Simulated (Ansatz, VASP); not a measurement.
**Two plane-wave programs on Ti3I**

The input INCAR:

```
SYSTEM = Ti3I
PREC = Accurate
ENCUT = 600
EDIFF = 1E-6
ISMEAR = 0
SIGMA = 0.1
LREAL = .FALSE.
LASPH = .TRUE.
NELM = 100
ALGO = Normal
ISIF = 3
LWAVE = .FALSE.
LCHARG = .FALSE.
GGA = PE
IBRION = 2
NSW = 90
EDIFFG = -0.04
```

File KPOINTS:

```
regular mesh
0
G
  4 4 4
  0 0 0
```

The input POSCAR:

```
Ti3I
1.0
    4.3648334311      0.0000000000      0.0000000000
    0.0000000000      4.3648334311      0.0000000000
    0.0000000000      0.0000000000      4.3199690356
Ti I
3 1
Direct
    0.0000000000      0.5000000000      0.5000000000
    0.5000000000      0.0000000000      0.5000000000
    0.5000000000      0.5000000000      0.0000000000
    0.0000000000      0.0000000000      0.0000000000
```

Input for Ansatz:

```yaml
crystal:
  lattice:
    - [4.3648334311, 0.0, 0.0]
    - [0.0, 4.3648334311, 0.0]
    - [0.0, 0.0, 4.3199690356]
  atoms:
    - { symbol: Ti, position: [0.0, 0.5, 0.5] }
    - { symbol: Ti, position: [0.5, 0.0, 0.5] }
    - { symbol: Ti, position: [0.5, 0.5, 0.0] }
    - { symbol: I, position: [0.0, 0.0, 0.0] }
basis:
  ecutwfc: 420
kpoints:
  mp_grid: { grid: [4, 4, 4] }
hamiltonian:
  xc: pbe
scf:
  occupations: { method: gaussian, width: 0.1 }
  lower_state_search: "off"
output:
  forces: true
  stress: true
  eigenvalues: true
relax:
  adjacent_minimum: "off"
  f_tol: 0.04
  max_steps: 70
  cell: { stress_tol: 0.4 }
```

Alike in both runs: task relaxation of cell and atoms; functional PBE; k mesh 4 × 4 × 4; occupations gaussian, width 0.1 eV; no spin polarisation.

```csv
,VASP,Ansatz
version,VASP 6.6.1,Ansatz 0.2.0
potentials or method,"VASP PAW PBE potentials, release 64 (Ti_sv, I), cutoff 600 eV","scalar-relativistic, plane waves, PAW"
valence electrons in the cell,43,53
```

```csv
,VASP,Ansatz,Ansatz less VASP
"gap on the k mesh at the Fermi level, each at its own relaxed structure (eV)",none,none,-
relaxed volume (Å³/atom),17.88,17.93,+0.051
relaxed cell length with the largest relative difference (Å),4.367,4.374,+0.0074
```

A gap of «none» marks a metal or a gap that the smearing closes. VASP's potentials hold 43 valence electrons a cell and Ansatz's 53, so a difference there can come from the potentials and not from the codes.

The k mesh is coarse, so the values compare programs but aren't converged. Spin-orbit coupling is off throughout.
